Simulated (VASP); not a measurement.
# Na (P6_3/mmc) in VASP: notebook

Runs on Na. Level: PBEsol. Tasks: single point.

Program: VASP 6.6.1. These are calculated values, not measurements. Logs are shortened: lines on timing, memory, paths and dates and some standing lists are left out, and cuts for length are marked.

## Step 1: The cell of the first run

It takes space group P6_3/mmc (No. 194, hexagonal). Conventional cell: a = 3.767 Å, b = 3.767 Å, c = 6.154 Å, α = 90.00°, β = 90.00°, γ = 120.00°. Within 4.9 Å of Na (site symmetry -6m2) lie 12 Na at 3.77 Å.

## Step 2: Single point, PBEsol

INCAR

```
SYSTEM = Na
ALGO = Normal ; EDIFF = 1E-6
ENCUT = 500 ; GGA = PS
GGA_COMPAT = .False. ; ISIF = 2
ISMEAR = 1 ; LASPH = .True.
LCHARG = .False. ; LREAL = .False.
LWAVE = .False. ; NBANDS = 14
NELM = 120 ; PREC = Accurate
SIGMA = 0.15
```

KPOINTS

```
k-points
0
Gamma
  2 2 2
  0 0 0
```

POSCAR

```
Na
1.0
    3.7670000000      0.0000000000      0.0000000000
   -1.8835000000      3.2623176961      0.0000000000
    0.0000000000      0.0000000000      6.1540000000
Na
2
Direct
    0.3333330000      0.6666670000      0.2500000000
    0.6666670000      0.3333330000      0.7500000000
```

Potentials or basis: VASP PAW PBE potentials, release 64 (Na_pv).

The run is started by

```sh
$ cat potpaw_PBE.64/Na_pv/POTCAR > POTCAR
$ mpirun -np 1 vasp_std > vasp.out
```

OUTCAR:

```text
SYSTEM = Na
   EDIFF = 1E-6
   ENCUT = 500
   GGA = PS
   ISIF = 2
   ISMEAR = 1
   LASPH = .True.
   LREAL = .False.
   NELM = 120
   PREC = Accurate

 ion  position               nearest neighbor table
   1  0.333  0.667  0.250-
   2  0.667  0.333  0.750-

  LATTYP: Found a hexagonal cell.
 ALAT       =     3.7670000000
 C/A-ratio  =     1.6336607380

  Lattice vectors:

 A1 = (   3.7670000000,   0.0000000000,   0.0000000000)
 A2 = (  -1.8835000000,   3.2623176961,   0.0000000000)
 A3 = (   0.0000000000,   0.0000000000,   6.1540000000)

Analysis of symmetry for initial positions (statically):
=====================================================================
 Subroutine PRICEL returns:
 Original cell was already a primitive cell.

 Routine SETGRP: Setting up the symmetry group for a
 hexagonal supercell.

 Subroutine GETGRP returns: Found 24 space group operations
 (whereof 12 operations were pure point group operations)
 out of a pool of 24 trial point group operations.

The static configuration has the point symmetry D_3d.
 The point group associated with its full space group is D_6h.

Analysis of symmetry for dynamics (positions and initial velocities):
=====================================================================
 Subroutine PRICEL returns:
 Original cell was already a primitive cell.

 Routine SETGRP: Setting up the symmetry group for a
 hexagonal supercell.

 Subroutine GETGRP returns: Found 24 space group operations
 (whereof 12 operations were pure point group operations)
 out of a pool of 24 trial point group operations.

The dynamic configuration has the point symmetry D_3d.
 The point group associated with its full space group is D_6h.

 Subroutine INISYM returns: Found 24 space group operations
 (whereof 12 operations are pure point group operations),
 and found     1 'primitive' translations

----------------------------------------------------------------------------------------

                                     Primitive cell

  volume of cell :      75.6274

  direct lattice vectors                    reciprocal lattice vectors
     3.767000000  0.000000000  0.000000000     0.265463233  0.153265269  0.000000000
    -1.883500000  3.262317696  0.000000000     0.000000000  0.306530538  0.000000000
     0.000000000  0.000000000  6.154000000     0.000000000  0.000000000  0.162495938

  length of vectors
     3.767000000  3.767000000  6.154000000     0.306530538  0.306530538  0.162495938

  position of ions in fractional coordinates (direct lattice)
     0.333333000  0.666667000  0.250000000
     0.666667000  0.333333000  0.750000000

  ion indices of the primitive-cell ions
   primitive index   ion index
                 1           1
                 2           2

----------------------------------------------------------------------------------------

 KPOINTS: k-points

Automatic generation of k-mesh.
 Grid dimensions read from file:
 generate k-points for:    2    2    2

 Generating k-lattice:

  Cartesian coordinates                     Fractional coordinates (reciprocal lattice)
     0.132731617  0.076632635  0.000000000     0.500000000  0.000000000  0.000000000
     0.000000000  0.153265269  0.000000000     0.000000000  0.500000000  0.000000000
     0.000000000  0.000000000  0.081247969     0.000000000  0.000000000  0.500000000

  Length of vectors
     0.153265269  0.153265269  0.081247969

  Shift w.r.t. Gamma in fractional coordinates (k-lattice)
     0.000000000  0.000000000  0.000000000

 Subroutine IBZKPT returns following result:
 ===========================================

 Found      4 irreducible k-points:

 Following reciprocal coordinates:
            Coordinates               Weight
  0.000000  0.000000  0.000000      1.000000
  0.500000 -0.000000  0.000000      3.000000
  0.000000  0.000000  0.500000      1.000000
  0.500000 -0.000000  0.500000      3.000000
   k-points           NKPTS =      4   k-points in BZ     NKDIM =      4   number of bands    NBANDS=     14
   number of dos      NEDOS =    301   number of ions     NIONS =      2
   total plane-waves  NPLWV =  37632
   dimension x,y,z NGX =    28 NGY =   28 NGZ =   48
   dimension x,y,z NGXF=    56 NGYF=   56 NGZF=   96
   ions per type =               2
   NGX,Y,Z   is equivalent  to a cutoff of  12.36, 12.36, 12.97 a.u.
   NGXF,Y,Z  is equivalent  to a cutoff of  24.71, 24.71, 25.93 a.u.
 SYSTEM =  Na
   PREC   = accura    normal or accurate (medium, high low for compatibility)
   ISTART =      0    job   : 0-new  1-cont  2-samecut
   ICHARG =      2    charge: 1-file 2-atom 10-const
   ISPIN  =      1    spin polarized calculation?
   LNONCOLLINEAR =      F non collinear calculations
   LSORBIT =      F    spin-orbit coupling
   LASPH  =      T    aspherical Exc in radial PAW
   ENCUT  =  500.0 eV  36.75 Ry    6.06 a.u.   6.87  6.87 11.22*2*pi/ulx,y,z
   NELM   =    120;   NELMIN=  2; NELMDL= -5     # of ELM steps
   EDIFF  = 0.1E-05   stopping-criterion for ELM
   LREAL  =      F    real-space projection
   EDIFFG = 0.1E-04   stopping-criterion for IOM
   NSW    =      0    number of steps for IOM
   IBRION =     -1    ionic relax: 0-MD 1-quasi-New 2-CG
   NFREE  =      0    steps in history (QN), initial steepest desc. (CG)
   ISIF   =      2    stress and relaxation
   ISYM   =      2    0-nonsym 1-usesym 2-fastsym
   POTIM  = 0.5000    time-step for ionic-motion
   TEBEG  =    0.0;   TEEND  =   0.0 temperature during run
   PSTRESS=    0.0 pullay stress
   NELECT =      14.0000    total number of electrons
   NUPDOWN=      -1.0000    fix difference up-down
   EMIN   =  10.00;   EMAX   =-10.00  energy-range for DOS
   EFERMI =   0.00;   METHOD = LEGACY
   ISMEAR =     1;   SIGMA  =   0.15  broadening in eV -4-tet -1-fermi 0-gaus
   EFERMI_NEDOS =   21; number of points for ismear=-14 and -15
   IALGO  =     38    algorithm
   IMIX   =      4    mixing-type and parameters
     AMIX     =   0.40;   BMIX     =  1.00
     AMIX_MAG =   1.60;   BMIX_MAG =  1.00
  volume/ion in A,a.u.               =      37.81       255.18
  Fermi-wavevector in a.u.,A,eV,Ry     =   0.933020  1.763153 11.844235  0.870527
  Thomas-Fermi vector in A             =   2.059678
   LORBIT       =      0    0 simple, 1 ext, 2 COOP (PROOUT), +10 PAW based schemes
   GGA     = PS    functional components
   LHFCALC =     F    Hartree Fock is set to
   AEXX    =    0.0000 exact exchange contribution
   IVDW    =     0    specifies the selected vdW correction
   LEPSILON=     F    determine dielectric tensor
   LRPA    =     F    only Hartree local field effects (RPA)
 non-spin polarized calculation
 Methfessel and Paxton  Order N= 1 SIGMA  =   0.15
  energy-cutoff  :      500.00
  volume of cell :       75.63
 maximum number of plane-waves:      1926
 NGX is ok and might be reduce to    28
   NGX = 13   NGY = 13   NGZ = 23

 number of electron      14.0000011 magnetization

 Free energy of the ion-electron system (eV)
  ---------------------------------------------------
  ext. energy  EPLUGINS =         0.00000000
  ---------------------------------------------------
  free energy    TOTEN  =        -1.82586535 eV

  energy without entropy =       -1.81943253  energy(sigma->0) =       -1.82372108

 E-fermi :   0.6309     XC(G=0):  -6.4507

 val. band max:        0.6030818850   @ k =   0.5000  -0.0000   0.0000
 cond. band min:       0.7937698793   @ k =   0.0000   0.0000   0.0000
 fundamental gap:      0.1906879943
 Fermi energy:         0.6308997481

 k-point     1 :       0.0000    0.0000    0.0000
  band No.  band energies     occupation
      1     -24.6043      2.00000
      2     -24.5715      2.00000
      3     -24.5605      2.00000
      4     -24.5605      2.00000
      5     -24.5559      2.00000
      6     -24.5559      2.00000
      7      -2.9885      2.00000
      8       0.7938     -0.06379
      9       1.1904     -0.00000
     10      10.1163      0.00000
     11      10.1163      0.00000
     12      10.4651      0.00000
     13      10.4651      0.00000
     14      10.6091      0.00000

 k-point     2 :       0.5000   -0.0000    0.0000
  band No.  band energies     occupation
      1     -24.5899      2.00000
      2     -24.5857      2.00000
      3     -24.5807      2.00000
      4     -24.5792      2.00000
      5     -24.5680      2.00000
      6     -24.5605      2.00000
      7       0.4834      2.04662
      8       0.6031      1.30798
      9       4.0665      0.00000
     10       4.0784      0.00000
     11       4.5391      0.00000
     12       4.7803      0.00000
     13       7.2905      0.00000
     14       8.2559      0.00000

 k-point     3 :       0.0000    0.0000    0.5000
  band No.  band energies     occupation
      1     -24.5880      2.00000
      2     -24.5880      2.00000
      3     -24.5582      2.00000
      4     -24.5582      2.00000
      5     -24.5582      2.00000
      6     -24.5582      2.00000
      7      -1.9717      2.00000
      8      -1.9717      2.00000
      9       5.7004      0.00000
     10       5.7004      0.00000
     11      10.7023      0.00000
     12      10.7023      0.00000
     13      10.7023      0.00000
     14      10.7023      0.00000

 k-point     4 :       0.5000   -0.0000    0.5000
  band No.  band energies     occupation
      1     -24.5928      2.00000
      2     -24.5928      2.00000
      3     -24.5750      2.00000
      4     -24.5750      2.00000
      5     -24.5642      2.00000
      6     -24.5642      2.00000
      7       1.2877     -0.00000
      8       1.2877     -0.00000
      9       1.7685     -0.00000
     10       1.7685     -0.00000
     11       7.8504      0.00000
     12       7.8504      0.00000
     13       8.1338      0.00000
     14       8.1338      0.00000

------------------------ aborting loop because EDIFF is reached ----------------------------------------

  FORCE on cell =-STRESS in cart. coord.  units (eV):
  Direction    XX          YY          ZZ          XY          YZ          ZX
  --------------------------------------------------------------------------------------
  -------------------------------------------------------------------------------------
  Total        1.4636124      1.4636124     -1.7340245      0.0000000      0.0000000      0.0000000
  in kB       31.0068253     31.0068253    -36.7355410      0.0000000      0.0000000      0.0000000
  external PRESSURE =       8.4260365 kB  Pullay stress =       0.0000000 kB

 VOLUME and BASIS-vectors are now :
 -----------------------------------------------------------------------------
  energy-cutoff  :      500.00
  volume of cell :       75.63
      direct lattice vectors                 reciprocal lattice vectors
     3.767000000  0.000000000  0.000000000     0.265463233  0.153265269  0.000000000
    -1.883500000  3.262317696  0.000000000     0.000000000  0.306530538  0.000000000
     0.000000000  0.000000000  6.154000000     0.000000000  0.000000000  0.162495938

 POSITION                                       TOTAL-FORCE (eV/Angst)
 -----------------------------------------------------------------------------------
     -0.00000      2.17488      1.53850         0.000000      0.000000      0.000000
      1.88350      1.08744      4.61550        -0.000000     -0.000000      0.000000
 -----------------------------------------------------------------------------------
    total drift:                                0.000088     -0.000051      0.000102

  FREE ENERGIE OF THE ION-ELECTRON SYSTEM (eV)
  ---------------------------------------------------
  free  energy   TOTEN  =        -1.8258653457 eV

  energy  without entropy=       -1.8194325338  energy(sigma->0) =       -1.82372108
```

Run time: 7.1 s. Hardware: 1 thread of Intel Xeon 8259CL, shared host; peak memory 0.17 GiB.

Results:

```
Free energy            : -1.8259 eV
Pressure               : 0.8 GPa
Band gap on the k mesh : zero (band 7 reaches 1.29 eV, above the bottom of band 8 at -1.97 eV)
```

Caveat: the k points lie up to 0.96 Å⁻¹ apart; the PAW data sets were made with another functional, which shifts forces and pressure a little.

## Step 3: Single point, PBEsol

INCAR

```
PREC = Accurate
ENCUT = 500
EDIFF = 1E-6
ISMEAR = 1
SIGMA = 0.15
LREAL = F
LASPH = T
NELM = 120
ALGO = Normal
ISIF = 2
LWAVE = F
LCHARG = T
GGA = PS
LELF = T
LVHAR = T
NBANDS = 14
GGA_COMPAT = F
```

KPOINTS

```
Automatic mesh
0
Gamma
  3 3 2
```

POSCAR is that of step 2.

Potentials or basis: VASP PAW PBE potentials, release 64 (Na_pv).

The run is started by

```sh
$ cat potpaw_PBE.64/Na_pv/POTCAR > POTCAR
$ mpirun -np 1 vasp_std > vasp.out
```

Wall time 10 s (1 thread of Intel Xeon 8259CL, shared host); peak memory 0.17 GiB.

Results (log left out):

```
Free energy            : -2.8676 eV
Pressure               : -0.3 GPa
Band gap on the k mesh : zero (band 7 reaches 2.30 eV, above the bottom of band 8 at -1.97 eV)
```

Stress tensor (GPa, compression positive):
```
-0.19  0.00  0.00
 0.00 -0.19  0.00
 0.00  0.00 -0.61
```

Levels at points of the mesh, in eV from the Fermi level:
| k point | band 3 | band 4 | band 5 | band 6 | band 7 | band 8 | band 9 | band 10 | band 11 | band 12 |
| --- | --- | --- | --- | --- | --- | --- | --- | --- | --- | --- |
| (0.00, 0.00, 0.00) | -24.19 | -24.19 | -24.19 | -24.19 | -2.63 | 1.15 | 1.55 | 10.48 | 10.48 | 10.82 |
| (0.00, 0.00, 0.50) | -24.19 | -24.19 | -24.19 | -24.19 | -1.62 | -1.62 | 6.06 | 6.06 | 11.06 | 11.06 |

Caveat: the k points lie up to 0.64 Å⁻¹ apart; the PAW data sets were made with another functional, which shifts forces and pressure a little.

## Step 4: Single point, PBEsol

INCAR

```
SYSTEM = Na
PREC = Accurate ; ENCUT = 500
EDIFF = 1E-6 ; ISMEAR = 1
SIGMA = 0.15 ; LREAL = .FALSE.
LASPH = .TRUE. ; NELM = 120
ALGO = Normal ; ISIF = 2
LWAVE = .FALSE. ; LCHARG = .FALSE.
GGA = PS ; NBANDS = 14
GGA_COMPAT = .FALSE.
```

KPOINTS

```
Automatic mesh
0
G
  4 4 3
  0 0 0
```

POSCAR is that of step 3.

The run is started by

```sh
$ cat potpaw_PBE.64/Na_pv/POTCAR > POTCAR
$ mpirun -np 1 vasp_std > vasp.out
```

Wall time 9.8 s (1 thread of Intel Xeon 8259CL, shared host); peak memory 0.17 GiB.

Results (log left out):

- Free energy: -2.7380 eV
- Pressure: -0.2 GPa
- Band gap on the k mesh: zero (band 7 reaches 0.89 eV, above the bottom of band 8 at -1.19 eV)

Stress tensor (GPa, compression positive):
```
-0.40  0.00  0.00
 0.00 -0.40  0.00
 0.00  0.00  0.21
```

Levels at points of the mesh, in eV from the Fermi level:
```tsv
k point	band 5	band 6	band 7	band 8	band 9	band 10
(0.00, 0.00, 0.00)	-24.68	-24.68	-3.12	0.66	1.07	9.99
(0.50, 0.00, 0.00)	-24.68	-24.68	0.36	0.47	3.94	3.94
```

Caveat: the k points lie up to 0.48 Å⁻¹ apart; the PAW data sets were made with another functional, which shifts forces and pressure a little.

[end of part 1 of 2]
